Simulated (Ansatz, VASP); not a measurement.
Two plane-wave programs on BN

INCAR

```
SYSTEM = BN
PREC     = Accurate       ! precision mode
ENCUT    = 910            ! plane-wave cutoff, eV
EDIFF    = 1E-7           ! SCF threshold, eV
ISMEAR   = 0              ! smearing method
SIGMA    = 0.02           ! smearing width, eV
LREAL    = .False.        ! projectors in reciprocal space
LASPH    = .True.         ! aspherical terms in the spheres
NELM     = 120            ! most SCF steps
ALGO     = Normal         ! electronic algorithm
ISIF     = 3              ! what is computed and relaxed
LWAVE    = .False.        ! write WAVECAR
LCHARG   = .False.        ! write CHGCAR
GGA      = PE             ! functional
IBRION   = 2              ! ionic algorithm
NSW      = 100            ! ionic steps
EDIFFG   = -0.01          ! ionic threshold
GGA_COMPAT= .False.      
NELMIN   = 4
```

KPOINTS

```
Automatic mesh
0
Gamma
  12 12 4
  0 0 0
```

The input POSCAR:

```
BN
1.0
    2.5022255373      0.0000000000      0.0000000000
   -1.2511127686      2.1669908813      0.0000000000
    0.0000000000      0.0000000000      6.7656542400
B N
2 2
Direct
    0.0000000000      0.0000000000      0.0000000000
    0.3333333300      0.6666666700      0.5000000000
    0.3333333300      0.6666666700      0.0000000000
    0.6666666700      0.3333333300      0.5000000000
```

Input for Ansatz:

```yaml
crystal:
  lattice:
    - [2.5022255373, 0.0, 0.0]
    - [-1.2511127686, 2.1669908813, 0.0]
    - [0.0, 0.0, 6.76565424]
  atoms:
    - { symbol: B, position: [0.0, 0.0, 0.0] }
    - { symbol: B, position: [0.33333333, 0.66666667, 0.5] }
    - { symbol: "N", position: [0.33333333, 0.66666667, 0.0] }
    - { symbol: "N", position: [0.66666667, 0.33333333, 0.5] }
basis:
  ecutwfc: 420
kpoints:
  mp_grid: { grid: [12, 12, 4] }
hamiltonian:
  xc: pbe
scf:
  occupations: { method: gaussian, width: 0.02 }
output:
  forces: true
  stress: true
  eigenvalues: true
  write_density: true
  write_potential: true
  elf: true
  volumetric_format: npy
relax:
  adjacent_minimum: "off"
  f_tol: 0.01
  max_steps: 80
  cell: { stress_tol: 0.05 }
```

Alike in both runs: task relaxation of cell and atoms; functional PBE; k mesh 12 × 12 × 4; occupations gaussian, width 0.02 eV; no spin polarisation.

|  | VASP | Ansatz |
| --- | --- | --- |
| version | VASP 6.6.1 | Ansatz 0.2.0 |
| potentials or method | VASP PAW PBE potentials, release 64 (B_h, N_h), cutoff 910 eV | scalar-relativistic, plane waves, PAW |
| valence electrons in the cell | 16 | 16 |

|  | VASP | Ansatz | Ansatz less VASP |
| --- | --- | --- | --- |
| gap on the k mesh at the Fermi level, each at its own relaxed structure (eV) | 4.44 | 4.38 | -0.053 |
| relaxed volume (Å³/atom) | 9.80 | 11.42 | +1.629 |
| relaxed cell length with the largest relative difference (Å) | 7.178 | 8.361 | +1.1827 |

One of these differences is far larger than is usual between the two programs; its cause wasn't traced.

Noted on VASP's run: the cutoff is short for stress, so the pressure is rough.
